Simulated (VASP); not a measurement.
# Mo (Fd-3m) in VASP: a series of runs, part 3 of 3

VASP 6.6.1.

### Step 4. Single point, RPBE (26.32 Å³/atom)

This run uses another cell than the first one, of 26.32 Å³/atom.

The input, INCAR:

```
ALGO = Normal
EDIFF = 1E-6
ENCUT = 520
GGA = RP
ISIF = 2
ISMEAR = -1
LASPH = T
LCHARG = T
LELF = T
LREAL = F
LVHAR = T
LWAVE = F
NBANDS = 21
NELM = 60
PREC = Accurate
SIGMA = 0.1
```

The input, KPOINTS:

```
k-points
0
Gamma
  11 11 11
```

The input, POSCAR:

```
Mo
1.0
    0.0000000000      2.9747395557      2.9747395557
    2.9747395557      0.0000000000      2.9747395557
    2.9747395557      2.9747395557      0.0000000000
Mo
2
Direct
    0.1250000000      0.1250000000      0.1250000000
    0.8750000000      0.8750000000      0.8750000000
```

Potentials or basis: VASP PAW PBE potentials, release 64 (Mo_sv).

The run is started by

```bash
> cat potpaw_PBE.64/Mo_sv/POTCAR > POTCAR
> mpirun -np 1 vasp_std > vasp.out
```

OUTCAR:

```text
EDIFF = 1E-6
   ENCUT = 520
   GGA = RP
   ISIF = 2
   ISMEAR = -1
   LASPH = T
   LREAL = F
   NELM = 60
   PREC = Accurate

 ion  position               nearest neighbor table
   1  0.125  0.125  0.125-   2 2.58   2 2.58   2 2.58   2 2.58
   2  0.875  0.875  0.875-   1 2.58   1 2.58   1 2.58   1 2.58

  LATTYP: Found a face centered cubic cell.
 ALAT       =     5.9494791114

  Lattice vectors:

 A1 = (   0.0000000000,   2.9747395557,   2.9747395557)
 A2 = (   2.9747395557,   0.0000000000,   2.9747395557)
 A3 = (   2.9747395557,   2.9747395557,   0.0000000000)

Analysis of symmetry for initial positions (statically):
=====================================================================
 Subroutine PRICEL returns:
 Original cell was already a primitive cell.

 Routine SETGRP: Setting up the symmetry group for a
 face centered cubic supercell.

 Subroutine GETGRP returns: Found 48 space group operations
 (whereof 12 operations were pure point group operations)
 out of a pool of 48 trial point group operations.

The static configuration has the point symmetry D_3d.
 The point group associated with its full space group is O_h .

Analysis of symmetry for dynamics (positions and initial velocities):
=====================================================================
 Subroutine PRICEL returns:
 Original cell was already a primitive cell.

 Routine SETGRP: Setting up the symmetry group for a
 face centered cubic supercell.

 Subroutine GETGRP returns: Found 48 space group operations
 (whereof 12 operations were pure point group operations)
 out of a pool of 48 trial point group operations.

The dynamic configuration has the point symmetry D_3d.
 The point group associated with its full space group is O_h .

 Subroutine INISYM returns: Found 48 space group operations
 (whereof 12 operations are pure point group operations),
 and found     1 'primitive' translations

----------------------------------------------------------------------------------------

                                     Primitive cell

  volume of cell :      52.6474

  direct lattice vectors                    reciprocal lattice vectors
     0.000000000  2.974739556  2.974739556    -0.168081942  0.168081942  0.168081942
     2.974739556  0.000000000  2.974739556     0.168081942 -0.168081942  0.168081942
     2.974739556  2.974739556  0.000000000     0.168081942  0.168081942 -0.168081942

  length of vectors
     4.206917024  4.206917024  4.206917024     0.291126463  0.291126463  0.291126463

  position of ions in fractional coordinates (direct lattice)
     0.125000000  0.125000000  0.125000000
     0.875000000  0.875000000  0.875000000

  ion indices of the primitive-cell ions
   primitive index   ion index
                 1           1
                 2           2

----------------------------------------------------------------------------------------

 KPOINTS: k-points

Automatic generation of k-mesh.
 Grid dimensions read from file:
 generate k-points for:   11   11   11

 Generating k-lattice:

  Cartesian coordinates                     Fractional coordinates (reciprocal lattice)
    -0.015280177  0.015280177  0.015280177     0.090909091  0.000000000  0.000000000
     0.015280177 -0.015280177  0.015280177     0.000000000  0.090909091  0.000000000
     0.015280177  0.015280177 -0.015280177     0.000000000  0.000000000  0.090909091

  Length of vectors
     0.026466042  0.026466042  0.026466042

  Shift w.r.t. Gamma in fractional coordinates (k-lattice)
     0.000000000  0.000000000  0.000000000

 Subroutine IBZKPT returns following result:
 ===========================================

 Found     56 irreducible k-points:

 Following reciprocal coordinates:
            Coordinates               Weight
  0.000000  0.000000  0.000000      1.000000
  0.090909  0.000000  0.000000      8.000000
  0.181818  0.000000  0.000000      8.000000
  0.272727  0.000000  0.000000      8.000000
  0.363636  0.000000  0.000000      8.000000
  0.454545  0.000000  0.000000      8.000000
[... 16 lines left out ...]
 -0.272727  0.181818  0.000000     24.000000
 -0.181818  0.181818  0.000000     12.000000
 [... further k-points ...]
   k-points           NKPTS =     56   k-points in BZ     NKDIM =     56   number of bands    NBANDS=     21
   number of dos      NEDOS =    301   number of ions     NIONS =      2
   total plane-waves  NPLWV =  32768
   dimension x,y,z NGX =    32 NGY =   32 NGZ =   32
   dimension x,y,z NGXF=    64 NGYF=   64 NGZF=   64
   ions per type =               2
   NGX,Y,Z   is equivalent  to a cutoff of  12.65, 12.65, 12.65 a.u.
   NGXF,Y,Z  is equivalent  to a cutoff of  25.29, 25.29, 25.29 a.u.
 SYSTEM =  unknown system
   PREC   = accura    normal or accurate (medium, high low for compatibility)
   ISTART =      0    job   : 0-new  1-cont  2-samecut
   ICHARG =      2    charge: 1-file 2-atom 10-const
   ISPIN  =      1    spin polarized calculation?
   LNONCOLLINEAR =      F non collinear calculations
   LSORBIT =      F    spin-orbit coupling
   LASPH  =      T    aspherical Exc in radial PAW
   ENCUT  =  520.0 eV  38.22 Ry    6.18 a.u.   7.82  7.82  7.82*2*pi/ulx,y,z
   NELM   =     60;   NELMIN=  2; NELMDL= -5     # of ELM steps
   EDIFF  = 0.1E-05   stopping-criterion for ELM
   LREAL  =      F    real-space projection
   EDIFFG = 0.1E-04   stopping-criterion for IOM
   NSW    =      0    number of steps for IOM
   IBRION =     -1    ionic relax: 0-MD 1-quasi-New 2-CG
   NFREE  =      0    steps in history (QN), initial steepest desc. (CG)
   ISIF   =      2    stress and relaxation
   ISYM   =      2    0-nonsym 1-usesym 2-fastsym
   POTIM  = 0.5000    time-step for ionic-motion
   TEBEG  =    0.0;   TEEND  =   0.0 temperature during run
   PSTRESS=    0.0 pullay stress
   NELECT =      28.0000    total number of electrons
   NUPDOWN=      -1.0000    fix difference up-down
   EMIN   =  10.00;   EMAX   =-10.00  energy-range for DOS
   EFERMI =   0.00;   METHOD = LEGACY
   ISMEAR =    -1;   SIGMA  =   0.10  broadening in eV -4-tet -1-fermi 0-gaus
   EFERMI_NEDOS =   21; number of points for ismear=-14 and -15
   IALGO  =     38    algorithm
   IMIX   =      4    mixing-type and parameters
     AMIX     =   0.40;   BMIX     =  1.00
     AMIX_MAG =   1.60;   BMIX_MAG =  1.00
  volume/ion in A,a.u.               =      26.32       177.64
  Fermi-wavevector in a.u.,A,eV,Ry     =   1.326382  2.506498 23.936576  1.759289
  Thomas-Fermi vector in A             =   2.455773
   LORBIT       =      0    0 simple, 1 ext, 2 COOP (PROOUT), +10 PAW based schemes
   GGA     = RP    functional components
   LHFCALC =     F    Hartree Fock is set to
   AEXX    =    0.0000 exact exchange contribution
   IVDW    =     0    specifies the selected vdW correction
   LEPSILON=     F    determine dielectric tensor
   LRPA    =     F    only Hartree local field effects (RPA)
 non-spin polarized calculation
  energy-cutoff  :      520.00
  volume of cell :       52.65
 maximum number of plane-waves:      1431
   NGX = 15   NGY = 15   NGZ = 15

 number of electron      28.0000006 magnetization

 Free energy of the ion-electron system (eV)
  ---------------------------------------------------
  ext. energy  EPLUGINS =         0.00000000
  ---------------------------------------------------
  free energy    TOTEN  =       -16.26447409 eV

  energy without entropy =      -16.15639293  energy(sigma->0) =      -16.21043351

 E-fermi :   5.5300     XC(G=0): -10.1013

 val. band max:        5.5236953345   @ k =   0.3636   0.1818   0.0000
 cond. band min:       5.5442426160   @ k =   0.3636   0.0000   0.0000
 fundamental gap:      0.0205472816
 Fermi energy:         5.5300346334

 k-point     1 :       0.0000    0.0000    0.0000
  band No.  band energies     occupation
      1     -54.8542      2.00000
      2     -54.4319      2.00000
      3     -29.1660      2.00000
      4     -29.1660      2.00000
      5     -29.1660      2.00000
      6     -28.3908      2.00000
[... 13 lines left out ...]
     20      16.4914      0.00000
     21      17.0950      0.00000
[... 529 lines left out ...]
 k-point    24 :      -0.1818    0.1818    0.0000
  band No.  band energies     occupation
      1     -54.7935      2.00000
      2     -54.4947      2.00000
      3     -29.2716      2.00000
      4     -29.2165      2.00000
      5     -29.1073      2.00000
      6     -28.4515      2.00000
[... 13 lines left out ...]
     20      13.1165      0.00000
     21      13.3535      0.00000

 [... further k-points ...]

------------------------ aborting loop because EDIFF is reached ----------------------------------------

  FORCE on cell =-STRESS in cart. coord.  units (eV):
  Direction    XX          YY          ZZ          XY          YZ          ZX
  --------------------------------------------------------------------------------------
  -------------------------------------------------------------------------------------
  Total       -2.9107880     -2.9107880     -2.9107880      0.0000000     -0.0000000      0.0000000
  in kB      -88.5817616    -88.5817616    -88.5817616      0.0000000     -0.0000000      0.0000000
  external PRESSURE =     -88.5817616 kB  Pullay stress =       0.0000000 kB

 VOLUME and BASIS-vectors are now :
 -----------------------------------------------------------------------------
  energy-cutoff  :      520.00
  volume of cell :       52.65
      direct lattice vectors                 reciprocal lattice vectors
     0.000000000  2.974739556  2.974739556    -0.168081942  0.168081942  0.168081942
     2.974739556  0.000000000  2.974739556     0.168081942 -0.168081942  0.168081942
     2.974739556  2.974739556  0.000000000     0.168081942  0.168081942 -0.168081942

 POSITION                                       TOTAL-FORCE (eV/Angst)
 -----------------------------------------------------------------------------------
      0.74368      0.74368      0.74368        -0.000000     -0.000000     -0.000000
      5.20579      5.20579      5.20579         0.000000      0.000000      0.000000
 -----------------------------------------------------------------------------------
    total drift:                                0.000000      0.000000     -0.000000

  FREE ENERGIE OF THE ION-ELECTRON SYSTEM (eV)
  ---------------------------------------------------
  free  energy   TOTEN  =       -16.2644740940 eV

  energy  without entropy=      -16.1563929302  energy(sigma->0) =      -16.21043351
```

Wall time 68 s (1 thread of Intel Xeon 8259CL, shared host); peak memory 0.2 GiB.

Results:

- Free energy: -16.2645 eV
- Pressure: -8.9 GPa
- Band gap on the k mesh: zero (bands 14 and 15 overlap by 0.46 eV)

Caveat: the cell stands under tension; the PAW data sets were made with another functional, which shifts forces and pressure a little.

### Step 5. The runs side by side

```tsv
cell	gap on the mesh (eV)	pressure (GPa)
a = 4.104 Å, angles 60.0°, 2 atoms	none	-3.4
a = 4.156 Å, angles 60.0°, 2 atoms	none	-6.4
a = 4.207 Å, angles 60.0°, 2 atoms	none	-8.9
```

Alike in all rows: task single point; level RPBE; potentials or basis VASP PAW PBE potentials, release 64 (Mo_sv); no spin polarisation; k mesh 11 × 11 × 11; cutoff (eV) 520; smearing fermi-dirac 0.1 eV.

Caveats: the cell stands under tension; the PAW data sets were made with another functional, which shifts forces and pressure a little.

Absolute energies hang on the potentials; compare differences alone.
